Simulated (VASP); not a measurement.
Ta: single point with PBE

The system is Ta.

```
Ta
1.0
    -1.67545    1.67545    1.67545
     1.67545   -1.67545    1.67545
     1.67545    1.67545   -1.67545
Ta
1
Cartesian
  0.0000 0.0000 0.0000
```

This cell differs from its parent crystal: strained.

| Item | Value |
| --- | --- |
| Program | VASP 6.6.1 |
| Task | single point |
| Functional | PBE |
| Potentials or basis | VASP PAW PBE potentials, release 64 (Ta_pv) |
| Cutoff | 520 eV |
| k mesh | 18 × 18 × 18 |
| Occupations | gaussian, width 0.1 eV |
| Spin | no spin polarisation |

```
Pressure : -5.3 GPa
```

Levels at points of the mesh, in eV from the Fermi level:
```
           k point  band 3  band 4  band 5  band 6  band 7  band 8
(0.00, 0.00, 0.00)  -33.25   -7.75    0.73    0.73    0.73    3.85
(0.50, 0.00, 0.00)  -33.26   -4.19   -1.43    1.39    3.70    4.68
(0.50, 0.50, 0.50)  -33.96   -3.56   -3.56    6.48    6.48    6.48
```

Run time: 26 s on 1 thread of Intel Xeon 6975P-C, on a shared host, peak memory 0.17 GiB.

Caveat: the cell differs from its parent crystal (strained); spin-orbit coupling is left out, which moves the levels of the heavy elements.
